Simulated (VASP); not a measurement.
Wanted: the native input for a VASP 6.6.1 run.

```yaml
Task: single point
Functional: r2SCAN
Potentials_or_basis: VASP PAW PBE potentials, release 64 (B, N)
Cutoff: 520 eV
k_mesh: 12 × 12 × 4
Occupations: gaussian, width 0.02 eV
Spin: no spin polarisation
Dipole_correction: no
Further_INCAR_settings: ALGO = Normal; EDIFF = 1e-06; NBANDS = 16
```

BN:

```xyz
4
Lattice="2.4991 0.0000 0.0000 -1.2496 2.1643 0.0000 0.0000 0.0000 6.6756" Properties=species:S:1:pos:R:3 pbc="T T T"
B     0.0000    1.4429    1.6689
B     1.2496    0.7214    5.0067
N     0.0000    1.4429    5.0067
N     1.2496    0.7214    1.6689
```

One way to write it, as run:

POSCAR

```
BN
1.0
    2.4991268181      0.0000000000      0.0000000000
   -1.2495634090      2.1643073117      0.0000000000
    0.0000000000      0.0000000000      6.6756486634
B N
2 2
Direct
    0.3333333333      0.6666666667      0.2500000000
    0.6666666667      0.3333333333      0.7500000000
    0.3333333333      0.6666666667      0.7500000000
    0.6666666667      0.3333333333      0.2500000000
```

INCAR.step1

```
PREC = Accurate ; ENCUT = 520
ISMEAR = 0 ; SIGMA = 0.02
LREAL = F ; LASPH = T
NELM = 80 ; NBANDS = 16
GGA = PE ; ALGO = Normal
EDIFF = 1E-4 ; LWAVE = T
LCHARG = F
```

INCAR.step2

```
PREC = Accurate ; ENCUT = 520
EDIFF = 1E-6 ; ISMEAR = 0
SIGMA = 0.02 ; LREAL = F
LASPH = T ; NELM = 80
ALGO = Normal ; ISIF = 2
LWAVE = F ; LCHARG = F
METAGGA = R2SCAN ; LMIXTAU = T
NBANDS = 16 ; ISTART = 1
```

KPOINTS

```
Automatic mesh
0
Gamma
  12 12 4
```

Potentials or basis: VASP PAW PBE potentials, release 64 (B, N).

Launch:

```sh
$ cat potpaw_PBE.64/B/POTCAR potpaw_PBE.64/N/POTCAR > POTCAR
$ cp INCAR.step1 INCAR
$ mpirun -np 1 vasp_std > vasp.out
$ cp INCAR.step2 INCAR
$ mpirun -np 1 vasp_std > vasp.out
```

It gave:

```yaml
Pressure: 1.2 GPa
Band_gap_on_the_k_mesh: 4.89 eV (least direct gap 5.34 eV)
```

Caveat: the PAW data sets were made with another functional, which shifts forces and pressure a little.

Wall time 66 s on 1 thread of AMD EPYC 9R45 96-Core Processor (Zen 5), with other jobs on the host, peak memory 0.13 GiB.
